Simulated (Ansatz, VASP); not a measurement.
**Sn in VASP and in Ansatz**

```xyz
3
Lattice="5.0460 0.0000 0.0000 -2.5230 4.3699 0.0000 0.0000 0.0000 3.0726" Properties=species:S:1:pos:R:3 pbc="T T T"
Sn    5.0460    0.0000    0.0000
Sn    0.0000    2.9133    1.5363
Sn    2.5230    1.4566    1.5363
```

Alike in both runs: task single point; functional LDA; k mesh 8 × 8 × 11; occupations fermi-dirac, width 0.1 eV; no spin polarisation.

|  | VASP | Ansatz |
| --- | --- | --- |
| version | VASP 6.6.1 | Ansatz 0.2.0 |
| potentials or method | VASP PAW LDA potentials, release 64 (Sn_d), cutoff 520 eV | plane waves (420 eV) with PAW, scalar-relativistic |
| valence electrons in the cell | 42 | 42 |

```tsv
	VASP	Ansatz	Ansatz less VASP
pressure (GPa)	10.7	10.6	-0.05
traceless stress, the component that is largest in VASP (GPa)	-3.18	-3.20	-0.016
```

Ansatz warns that its potentials were made for another functional, while VASP's fit it. LDA's correlation is that of Perdew and Zunger in VASP and of Perdew and Wang (1992) in Ansatz.
